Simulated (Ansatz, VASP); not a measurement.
# Si4F in VASP and in Ansatz

File INCAR:

```
SYSTEM = Si4F
PREC = Accurate
ENCUT = 600
EDIFF = 1E-6
ISMEAR = 0
SIGMA = 0.1
LREAL = .FALSE.
LASPH = .TRUE.
NELM = 80
ALGO = Normal
ISIF = 3
LWAVE = .FALSE.
LCHARG = .FALSE.
GGA = PE
IBRION = 2
NSW = 100
EDIFFG = -0.01
```

File KPOINTS:

```
regular mesh
0
G
  12 12 10
  0 0 0
```

POSCAR

```
Si4F
1.0
    5.0353077514      0.0000000000      0.0000000000
   -2.5176538757      4.3607044286      0.0000000000
    0.0000000000      0.0000000000      3.8885949587
Si F
4 1
Direct
    0.5000000000      0.0000000000      0.0000000000
    0.0000000000      0.5000000000      0.0000000000
    0.5000000000      0.5000000000      0.0000000000
    0.0000000000      0.0000000000      0.0000000000
    0.0000000000      0.0000000000      0.5000000000
```

Input for Ansatz:

```yaml
crystal:
  lattice:
    - [5.0353077514, 0.0, 0.0]
    - [-2.5176538757, 4.3607044286, 0.0]
    - [0.0, 0.0, 3.8885949587]
  atoms:
    - { symbol: Si, position: [0.5, 0.0, 0.0] }
    - { symbol: Si, position: [0.0, 0.5, 0.0] }
    - { symbol: Si, position: [0.5, 0.5, 0.0] }
    - { symbol: Si, position: [0.0, 0.0, 0.0] }
    - { symbol: F, position: [0.0, 0.0, 0.5] }
basis:
  ecutwfc: 420
kpoints:
  mp_grid: { grid: [12, 12, 10] }
hamiltonian:
  xc: pbe
scf:
  occupations: { method: gaussian, width: 0.1 }
output:
  forces: true
  stress: true
  eigenvalues: true
  write_density: true
  write_potential: true
  elf: true
  volumetric_format: npy
relax:
  adjacent_minimum: "off"
  f_tol: 0.01
  max_steps: 80
  cell: { stress_tol: 0.05 }
```

Alike in both runs: task relaxation of cell and atoms; functional PBE; k mesh 12 × 12 × 10; occupations gaussian, width 0.1 eV; no spin polarisation.

```csv
,VASP,Ansatz
version,VASP 6.6.1,Ansatz 0.2.0
potentials or method,"VASP PAW PBE potentials, release 64 (Si, F), cutoff 600 eV","scalar-relativistic, plane waves, PAW"
valence electrons in the cell,23,23
```

```tsv
	VASP	Ansatz	Ansatz less VASP
gap on the k mesh at the Fermi level, each at its own relaxed structure (eV)	none	none	-
relaxed volume (Å³/atom)	17.33	17.31	-0.019
relaxed cell length with the largest relative difference (Å)	3.893	3.885	-0.0082
```

A gap of «none» marks a metal or a gap that the smearing closes.
